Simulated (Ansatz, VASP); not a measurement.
Two plane-wave programs on AlN

```
Al N
1.0
    -3.08862    0.00000    0.00000
    -1.54431   -2.67482    0.00000
     0.00000    0.00000   10.18717
Al N
4 4
Cartesian
  -1.5443 -0.8916 8.9430
  -1.5443 -0.8916 3.9995
  -3.0886 -1.7832 1.5277
  -3.0886 -1.7832 6.4713
  -1.5443 -0.8916 0.9441
  -1.5443 -0.8916 5.8877
  -3.0886 -1.7832 3.4159
  -3.0886 -1.7832 8.3595
```

Alike in both runs: task single point; functional LDA; k mesh 8 × 8 × 3; occupations gaussian, width 0.05 eV; no spin polarisation.

```csv
,VASP,Ansatz
version,VASP 6.6.1,Ansatz 0.2.0
potentials or method,"VASP PAW LDA potentials, release 64 (Al, N), cutoff 520 eV","scalar-relativistic, plane waves, PAW"
valence electrons in the cell,32,32
```

```tsv
	VASP	Ansatz	Ansatz less VASP
gap on the k mesh at the Fermi level (eV)	3.79	3.78	-0.013
least direct gap on the mesh (eV)	3.79	3.78	-0.013
pressure (GPa)	-3.1	-3.7	-0.58
traceless stress, the component that is largest in VASP (GPa)	-5.93	-5.78	+0.151
rms of the force components (eV/Å)	0.560	0.554	-0.0062
```

Ansatz warns that its potentials were made for another functional, while VASP's fit it. LDA's correlation is that of Perdew and Zunger in VASP and of Perdew and Wang (1992) in Ansatz. Atom by atom the forces differ by 0.008 eV/Å (rms over components).
